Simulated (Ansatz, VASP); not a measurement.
## Ga in VASP and in Ansatz

File INCAR:

```
SYSTEM = Ga
PREC     = Accurate       ! precision mode
ENCUT    = 520            ! plane-wave cutoff, eV
EDIFF    = 1E-7           ! SCF threshold, eV
ISMEAR   = -1             ! smearing method
SIGMA    = 0.1            ! smearing width, eV
LREAL    = .FALSE.        ! projectors in reciprocal space
LASPH    = .TRUE.         ! aspherical terms in the spheres
NELM     = 60             ! most SCF steps
ALGO     = Normal         ! electronic algorithm
ISIF     = 2              ! what is computed and relaxed
LWAVE    = .FALSE.        ! write WAVECAR
LCHARG   = .FALSE.        ! write CHGCAR
GGA      = RP             ! functional
NBANDS   = 26             ! bands
```

Contents of KPOINTS:

```
Automatic mesh
0
G
  9 9 12
  0 0 0
```

File POSCAR:

```
Ga
1.0
    4.7007463317      0.0000000000      0.0000000000
   -2.3503731659      4.0709657400      0.0000000000
    0.0000000000      0.0000000000      3.0182442898
Ga
3
Direct
    0.0000000000      0.0000000000      0.0000000000
    0.3333333333      0.6666666667      0.5000000000
    0.6666666667      0.3333333333      0.5000000000
```

Input for Ansatz:

```yaml
crystal:
  lattice:
    - [4.7007463317, 0.0, 0.0]
    - [-2.3503731659, 4.07096574, 0.0]
    - [0.0, 0.0, 3.0182442898]
  atoms:
    - { symbol: Ga, position: [0.0, 0.0, 0.0] }
    - { symbol: Ga, position: [0.3333333333, 0.6666666667, 0.5] }
    - { symbol: Ga, position: [0.6666666667, 0.3333333333, 0.5] }
hamiltonian:
  xc: rpbe
  pseudopotentials:
    kind: paw
    azcp:
      Ga: "pseudopotentials/Ga.paw.azcp"
basis:
  ecutwfc: 420
  fft_grid_basis: typed
kpoints:
  mp_grid: { grid: [9, 9, 12], shift: [0, 0, 0] }
magnetization:
  spin_polarized: false
scf:
  occupations: { method: fermi_dirac, width: 0.1 }
  lower_state_search: "off"
output:
  stress: true
  write_density: true
  write_potential: true
  elf: true
  volumetric_format: npy
```

Alike in both runs: task single point; functional RPBE; k mesh 9 × 9 × 12; occupations fermi-dirac, width 0.1 eV; no spin polarisation.

```csv
,VASP,Ansatz
version,VASP 6.6.1,Ansatz 0.2.0
potentials or method,"VASP PAW PBE potentials, release 64 (Ga_d), cutoff 520 eV","plane waves (420 eV) with PAW, scalar-relativistic"
valence electrons in the cell,39,39
```

```tsv
	VASP	Ansatz	Ansatz less VASP
pressure (GPa)	2.2	2.0	-0.20
traceless stress, the component that is largest in VASP (GPa)	-0.48	-0.45	+0.032
```

VASP's potentials were made for PBE, not for RPBE. The functional is the same, so the differences come from potentials, cutoffs and numerics.
